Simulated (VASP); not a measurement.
## Os: single point with PBEsol

The system is Os.

```
CELL_PARAMETERS angstrom
-1.57210 1.57210 1.57210
1.57210 -1.57210 1.57210
1.57210 1.57210 -1.57210
ATOMIC_POSITIONS crystal
Os 0.00000 0.00000 0.00000
```

* Program: VASP 6.6.1
* Task: single point
* Functional: PBEsol
* Potentials or basis: VASP PAW PBE potentials, release 64 (Os)
* Cutoff: 520 eV
* k mesh: 8 × 8 × 8
* Occupations: gaussian, width 0.1 eV
* Spin: no spin polarisation
* Dipole correction: no
* Further INCAR settings: ALGO = Normal; EDIFF = 1e-06; NBANDS = 10

The pressure is -25.5 GPa. The band gap on the k mesh is zero (band 4 reaches 10.19 eV, above the bottom of band 5 at 6.63 eV).

Levels at points of the mesh, in eV from the Fermi level:
| k point | band 2 | band 3 | band 4 | band 5 | band 6 | band 7 |
| --- | --- | --- | --- | --- | --- | --- |
| (0.00, 0.00, 0.00) | -3.08 | -3.08 | -3.08 | -0.10 | -0.10 | 16.11 |
| (0.50, 0.00, 0.00) | -4.94 | -0.26 | -0.23 | 0.44 | 2.84 | 8.02 |
| (0.50, 0.50, 0.50) | -6.65 | 2.10 | 2.10 | 2.10 | 7.47 | 7.47 |

Run time: 2.3 s on 1 thread of Intel(R) Xeon(R) 6975P-C (Granite Rapids), with other jobs on the host, peak memory 0.12 GiB.

Caveat: the PAW data sets were made with another functional, which shifts forces and pressure a little; spin-orbit coupling is left out, which moves the levels of the heavy elements.
